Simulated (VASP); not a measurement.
Runs of VASP 6.6.1 on W. The structure is that of space group Im-3m (No. 229), or close to it. The cells are those of the table. 

```csv
task,cell,cutoff (eV),gap on the mesh (eV),pressure (GPa)
relaxation of cell and atoms,"relaxed from a = 2.741 Å, angles 109.5°, 1 atom",600,none,-0.2
relaxation of cell and atoms,"relaxed to 8 GPa from a = 2.741 Å, angles 109.5°, 1 atom",600,none,8.0
relaxation of cell and atoms,"relaxed to 4 GPa from a = 2.741 Å, angles 109.5°, 1 atom",600,none,4.0
single point,"a = 2.740 Å, angles 109.5°, 1 atom",520,none,6.5
relaxation of cell and atoms,"relaxed to 6 GPa from a = 2.741 Å, angles 109.5°, 1 atom",600,none,6.0
single point,"a = 2.735 Å, angles 109.5°, 1 atom",520,none,8.5
relaxation of cell and atoms,"relaxed to 2 GPa from a = 2.741 Å, angles 109.5°, 1 atom",600,none,1.9
single point,"a = 2.752 Å, angles 109.5°, 1 atom",520,none,(a)
```

Alike in all rows: level PBE; potentials or basis VASP PAW PBE potentials, release 64 (W_sv); no spin polarisation; k mesh 15 × 15 × 15; smearing methfessel-paxton 0.05 eV.

Problem. Estimate the missing entries.

Solution. (a) 2.5.

Caveats: spin-orbit coupling is left out, which moves the levels of the heavy elements; the cell is relaxed towards a set pressure, so the enthalpy falls and the energy may rise (some runs).

A k mesh can miss the band edges, and the runs leave out spin-orbit coupling on W.

A gap of «none» marks levels without a gap at the run's occupations.
